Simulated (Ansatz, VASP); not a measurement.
# CdF2: VASP beside Ansatz

The input POSCAR:

```
CdF2
1.0
    0.0000000000      2.6825809941      2.6825809941
    2.6825809941      0.0000000000      2.6825809941
    2.6825809941      2.6825809941      0.0000000000
Cd F
1 2
Direct
    0.0000000000      0.0000000000      0.0000000000
    0.2500000000      0.2500000000      0.2500000000
    0.7500000000      0.7500000000      0.7500000000
```

The input INCAR.step1:

```
SYSTEM = CdF2
  PREC = Accurate
  ENCUT = 520
  EDIFF = 1E-5
  ISMEAR = 0
  SIGMA = 0.01
  LREAL = .FALSE.
  LASPH = .TRUE.
  NELM = 60
  ALGO = Normal
  ISIF = 2
  LWAVE = .TRUE.
  GGA = PE
  NBANDS = 20
```

INCAR.step2

```
SYSTEM = CdF2
  PREC = Accurate
  ENCUT = 520
  EDIFF = 1E-6
  ISMEAR = 0
  SIGMA = 0.01
  LREAL = .FALSE.
  LASPH = .TRUE.
  NELM = 60
  ALGO = Normal
  ISIF = 2
  LWAVE = .FALSE.
  LCHARG = .TRUE.
  GGA = PE
  LHFCALC = .TRUE.
  HFSCREEN = 0.2079
  PRECFOCK = Normal
  LELF = .TRUE.
  LVHAR = .TRUE.
  ISTART = 1
  NBANDS = 20
```

Contents of KPOINTS:

```
Automatic mesh
0
G
  4 4 4
  0 0 0
```

Input for Ansatz:

```yaml
crystal:
  lattice:
    - [0.0, 2.6825809941, 2.6825809941]
    - [2.6825809941, 0.0, 2.6825809941]
    - [2.6825809941, 2.6825809941, 0.0]
  atoms:
    - { symbol: Cd, position: [0.0, 0.0, 0.0] }
    - { symbol: F, position: [0.25, 0.25, 0.25] }
    - { symbol: F, position: [0.75, 0.75, 0.75] }
kpoints:
  mp_grid: { grid: [4, 4, 4] }
hamiltonian:
  xc: hse06
scf:
  occupations: { method: fixed }
  n_extra_bands: 4
output:
  forces: true
  stress: true
  eigenvalues: true
```

Alike in both runs: task single point; functional HSE06; k mesh 4 × 4 × 4; no spin polarisation.

|  | VASP | Ansatz |
| --- | --- | --- |
| version | VASP 6.6.1 | Ansatz 0.2.0 |
| potentials or method | VASP PAW PBE potentials, release 64 (Cd, F) | plane waves, PAW |
| plane-wave cutoff (eV) | 520 | 420 |
| occupations | gaussian, width 0.01 eV | fixed |
| valence electrons in the cell | 26 | 34 |

VASP gave:

* gap on the k mesh at the Fermi level (eV): 5.21
* pressure (GPa): 4.2

Which values does Ansatz return?

gap on the k mesh at the Fermi level (eV): 5.26; pressure (GPa): 3.2.

VASP's potentials hold 26 valence electrons a cell and Ansatz's 34, so a difference there can come from the potentials and not from the codes. Ansatz's warnings: stress exchange threshold loose, stress scf threshold loose.

The k mesh is coarse, so the values compare programs but aren't converged.
